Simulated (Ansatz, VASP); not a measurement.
# BaTiO3 in VASP and in Ansatz

```
Ba Ti O
1.0
     4.03980    0.00000    0.00000
     0.00000    4.03980    0.00000
     0.00000    0.00000    4.01800
Ba Ti O
1 1 3
Direct
  0.00000 0.00000 0.00000
  0.50000 0.50000 0.48200
  0.50000 0.50000 0.01600
  0.50000 0.00000 0.51500
  0.00000 0.50000 0.51500
```

Change from the starting cell: equal xx and yy strain of +1 %, PAW files.

Alike in both runs: task electric field gradients; functional PBEsol; k mesh 7 × 7 × 7; occupations fermi-dirac, width 0.08 eV; no spin polarisation.

|  | VASP | Ansatz |
| --- | --- | --- |
| version | VASP 6.6.1 | Ansatz 0.2.0 |
| potentials or method | VASP PAW PBE potentials, release 64 (Ba_sv, Ti_sv, O) | PAW with Ansatz's default frozen-core files, scalar-relativistic |
| plane-wave cutoff (eV) | 520 | 420 |
| valence electrons in the cell | 40 | 40 |

Ansatz gave:

```
pressure (GPa)                                                : -6.6
traceless stress, the component that is largest in VASP (GPa) : 2.07
rms of the force components (eV/Å)                            : 0.134
size of Vzz on the site where it differs most (V/Å²)          : 14.3
```

Which values does VASP return?

Pressure (GPa): -4.9; traceless stress, the component that is largest in VASP (GPa): 2.16; rms of the force components (eV/Å): 0.125; size of Vzz on the site where it differs most (V/Å²): 13.0.

VASP's potentials were made for PBE, not for PBEsol. Atom by atom the forces differ by 0.017 eV/Å (rms over components). The functional is the same, so the differences come from potentials, cutoffs and numerics.

Spin-orbit coupling is off throughout.
